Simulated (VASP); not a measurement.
# AgCl (I4/mmm) in VASP: further runs, part 2 of 2

VASP 6.6.1. The steps go on from the part before.

## 3. Single point, PBE (strain +0.0100 x Voigt [0, 1, 0, 0, 0, 0])

INCAR reads:

```
ALGO = Normal
EDIFF = 1E-6
ENCUT = 520
GGA = PE
ISIF = 2
ISMEAR = 0
LASPH = True
LCHARG = False
LREAL = False
LWAVE = False
NBANDS = 16
NELM = 100
PREC = Accurate
SIGMA = 0.05
```

KPOINTS reads:

```
k-points
0
Gamma
  8 8 8
```

POSCAR reads:

```
AgCl
1.0
    0.0000000000      2.8008815000      2.7731500000
    2.7731500000      0.0000000000      2.7731500000
    2.7731500000      2.8008815000      0.0000000000
Ag Cl
1 1
Direct
    0.5000000000      0.5000000000      0.5000000000
    0.0000000000      0.0000000000      0.0000000000
```

Potentials or basis: VASP PAW PBE potentials, release 64 (Ag, Cl).

Started as:

```
cat potpaw_PBE.64/Ag/POTCAR potpaw_PBE.64/Cl/POTCAR > POTCAR
mpirun -np 1 vasp_std > vasp.out
```

OUTCAR:

```text
EDIFF = 1E-6
   ENCUT = 520
   GGA = PE
   ISIF = 2
   ISMEAR = 0
   LASPH = True
   LREAL = False
   NELM = 100
   PREC = Accurate

 ion  position               nearest neighbor table
   1  0.500  0.500  0.500-   2 2.77   2 2.77   2 2.77   2 2.77   2 2.80   2 2.80
   2  0.000  0.000  0.000-   1 2.77   1 2.77   1 2.77   1 2.77   1 2.80   1 2.80

  LATTYP: Found a body centered tetragonal cell.
 ALAT       =     3.9218263405
 C/A-ratio  =     1.4283556980

  Lattice vectors:

 A1 = (   0.0000000000,  -2.8008815000,   2.7731500000)
 A2 = (   0.0000000000,  -2.8008815000,  -2.7731500000)
 A3 = (   2.7731500000,   2.8008815000,   0.0000000000)

Analysis of symmetry for initial positions (statically):
=====================================================================
 Subroutine PRICEL returns:
 Original cell was already a primitive cell.

 Routine SETGRP: Setting up the symmetry group for a
 body centered tetragonal supercell.

 Subroutine GETGRP returns: Found 16 space group operations
 (whereof 16 operations were pure point group operations)
 out of a pool of 16 trial point group operations.

The static configuration has the point symmetry D_4h.
[... 161 lines left out ...]

 E-fermi :   3.9559     XC(G=0):  -9.9130

 val. band max:        3.7227573583   @ k =   0.5000   0.0000   0.0000
 cond. band min:       4.6039779740   @ k =   0.0000   0.0000   0.0000
 fundamental gap:      0.8812206157
 Fermi energy:         3.9558827742

 k-point     1 :       0.0000    0.0000    0.0000
  band No.  band energies     occupation
      1     -11.3906      2.00000
      2       1.2762      2.00000
      3       1.2995      2.00000
      4       1.2995      2.00000
      5       1.3310      2.00000
      6       1.3332      2.00000
[... 433 lines left out ...]
      3      -0.1802      2.00000
      4      -0.0333      2.00000
      5       1.4514      2.00000
      6       1.6171      2.00000
[... 8 lines left out ...]
     15      17.4824      0.00000
     16      17.5842      0.00000

 [... further k-points ...]

------------------------ aborting loop because EDIFF is reached ----------------------------------------

  FORCE on cell =-STRESS in cart. coord.  units (eV):
  Direction    XX          YY          ZZ          XY          YZ          ZX
  --------------------------------------------------------------------------------------
  -------------------------------------------------------------------------------------
  Total        0.2868177      0.2288214      0.2868177      0.0000000      0.0000000      0.0000000
  in kB       10.6670698      8.5101207     10.6670698      0.0000000      0.0000000      0.0000000
  external PRESSURE =       9.9480868 kB  Pullay stress =       0.0000000 kB

 VOLUME and BASIS-vectors are now :
 -----------------------------------------------------------------------------
  energy-cutoff  :      520.00
  volume of cell :       43.08
      direct lattice vectors                 reciprocal lattice vectors
     0.000000000  2.800881500  2.773150000    -0.180300380  0.178515228  0.180300380
     2.773150000  0.000000000  2.773150000     0.180300380 -0.178515228  0.180300380
     2.773150000  2.800881500  0.000000000     0.180300380  0.178515228 -0.180300380

 POSITION                                       TOTAL-FORCE (eV/Angst)
 -----------------------------------------------------------------------------------
      2.77315      2.80088      2.77315         0.000000      0.000000      0.000000
      0.00000      0.00000      0.00000         0.000000      0.000000     -0.000000
 -----------------------------------------------------------------------------------
    total drift:                                0.000000      0.000000      0.000000

  FREE ENERGIE OF THE ION-ELECTRON SYSTEM (eV)
  ---------------------------------------------------
  free  energy   TOTEN  =        -5.3977055058 eV

  energy  without entropy=       -5.3977055058  energy(sigma->0) =       -5.39770551
```

It took 20 s on 1 thread of Intel Xeon Platinum 8488C (Sapphire Rapids), shared host; peak memory 0.19 GiB.

Results:

- Free energy: -5.3977 eV
- Pressure: 1.0 GPa
- Band gap on the k mesh: 0.88 eV (least direct gap 3.15 eV)

Caveat: the cell differs from its parent crystal (strain +0.0100 x Voigt [0, 1, 0, 0, 0, 0]).

## 4. Single point, PBE (strain +0.0300 x Voigt [0, 1, 0, 0, 0, 0])

INCAR reads:

```
  PREC = Accurate
  ENCUT = 520
  EDIFF = 1E-6
  ISMEAR = 0
  SIGMA = 0.05
  LREAL = False
  LASPH = True
  NELM = 60
  ALGO = Normal
  ISIF = 2
  LWAVE = False
  LCHARG = False
  GGA = PE
  NBANDS = 16
```

KPOINTS reads:

```
regular mesh
0
Gamma
  8 8 8
```

POSCAR reads:

```
AgCl
1.0
    0.0000000000      2.8563445000      2.7731500000
    2.7731500000      0.0000000000      2.7731500000
    2.7731500000      2.8563445000      0.0000000000
Ag Cl
1 1
Direct
    0.5000000000      0.5000000000      0.5000000000
    0.0000000000      0.0000000000      0.0000000000
```

Started as:

```
cat potpaw_PBE.64/Ag/POTCAR potpaw_PBE.64/Cl/POTCAR > POTCAR
mpirun -np 1 vasp_std > vasp.out
```

It took 21 s on 1 thread of Intel Xeon Platinum 8488C (Sapphire Rapids), shared host; peak memory 0.18 GiB.

The run converged. Its results:

```yaml
Free_energy: -5.3999 eV
Pressure: 0.2 GPa
Band_gap_on_the_k_mesh: 0.83 eV (least direct gap 3.07 eV)
```

Stress tensor (GPa, compression positive):
```
 0.34  0.00  0.00
 0.00 -0.15  0.00
 0.00  0.00  0.34
```

Levels at points of the mesh, in eV from the valence-band top:
```tsv
k point	band 7	band 8	band 9	band 10	band 11	band 12
(0.00, 0.00, 0.00)	-2.33	-2.33	-2.24	0.83	10.72	10.81
(0.50, 0.00, 0.00)	-1.78	-0.18	0.00	4.23	6.30	7.50
(0.50, 0.50, 0.00)	-1.98	-1.96	-1.89	2.34	7.92	8.55
(0.50, 0.00, 0.50)	-1.97	-1.97	-1.91	2.36	8.10	8.25
```

Caveat: the cell differs from its parent crystal (strain +0.0300 x Voigt [0, 1, 0, 0, 0, 0]).

## 5. Single point, PBE (strain +0.0200 x Voigt [0, 1, 0, 0, 0, 0])

INCAR reads:

```
SYSTEM = AgCl
ALGO     = Normal         ! electronic algorithm
EDIFF    = 1E-6           ! SCF threshold, eV
ENCUT    = 520            ! plane-wave cutoff, eV
GGA      = PE             ! functional
ISIF     = 2              ! what is computed and relaxed
ISMEAR   = 0              ! smearing method
LASPH    = .TRUE.         ! aspherical terms in the spheres
LCHARG   = .FALSE.        ! write CHGCAR
LREAL    = .FALSE.        ! projectors in reciprocal space
LWAVE    = .FALSE.        ! write WAVECAR
NBANDS   = 16             ! bands
NELM     = 80             ! most SCF steps
PREC     = Accurate       ! precision mode
SIGMA    = 0.05           ! smearing width, eV
```

KPOINTS reads:

```
k-points
0
G
  8 8 8
  0 0 0
```

POSCAR reads:

```
AgCl
1.0
    0.0000000000      2.8286130000      2.7731500000
    2.7731500000      0.0000000000      2.7731500000
    2.7731500000      2.8286130000      0.0000000000
Ag Cl
1 1
Direct
    0.5000000000      0.5000000000      0.5000000000
    0.0000000000      0.0000000000      0.0000000000
```

Started as:

```
cat potpaw_PBE.64/Ag/POTCAR potpaw_PBE.64/Cl/POTCAR > POTCAR
mpirun -np 1 vasp_std > vasp.out
```

Run time: 21 s. Hardware: 1 thread of Intel Xeon Platinum 8488C (Sapphire Rapids), shared host; peak memory 0.18 GiB.

The run converged. Its results:

```
Free energy            : -5.3994 eV
Pressure               : 0.6 GPa
Band gap on the k mesh : 0.86 eV (least direct gap 3.12 eV)
```

Stress tensor (GPa, compression positive):
```
0.69 0.00 0.00
0.00 0.31 0.00
0.00 0.00 0.69
```

Levels at points of the mesh, in eV from the valence-band top:
```csv
k point,band 6,band 7,band 8,band 9,band 10,band 11,band 12,band 13
"(0.00, 0.00, 0.00)",-2.38,-2.32,-2.32,-2.26,0.86,10.77,10.82,10.82
"(0.50, 0.00, 0.00)",-2.07,-1.77,-0.12,0.00,4.24,6.37,7.56,7.74
"(0.50, 0.50, 0.00)",-2.20,-1.97,-1.95,-1.89,2.35,7.96,8.57,11.15
"(0.50, 0.00, 0.50)",-2.22,-1.96,-1.96,-1.89,2.37,8.07,8.38,11.45
```

Caveat: the cell differs from its parent crystal (strain +0.0200 x Voigt [0, 1, 0, 0, 0, 0]). A k mesh can miss the band edges.

## 6. The runs side by side

| cell | gap on the mesh (eV) | pressure (GPa) |
| --- | --- | --- |
| a = 3.902, b = 3.922 Å, angles 59.8, 60.3, 59.8°, 2 atoms | 0.88 | 2.0 |
| a = 3.941, b = 3.922 Å, angles 60.2, 59.7, 60.2°, 2 atoms | 0.88 | 1.0 |
| a = 3.981, b = 3.922 Å, angles 60.5, 59.0, 60.5°, 2 atoms | 0.83 | 0.2 |
| a = 3.961, b = 3.922 Å, angles 60.3, 59.3, 60.3°, 2 atoms | 0.86 | 0.6 |

Alike in all rows: task single point; level PBE; potentials or basis VASP PAW PBE potentials, release 64 (Ag, Cl); no spin polarisation; k mesh 8 × 8 × 8; cutoff (eV) 520; smearing gaussian 0.05 eV.

Absolute energies hang on the potentials; compare differences alone.
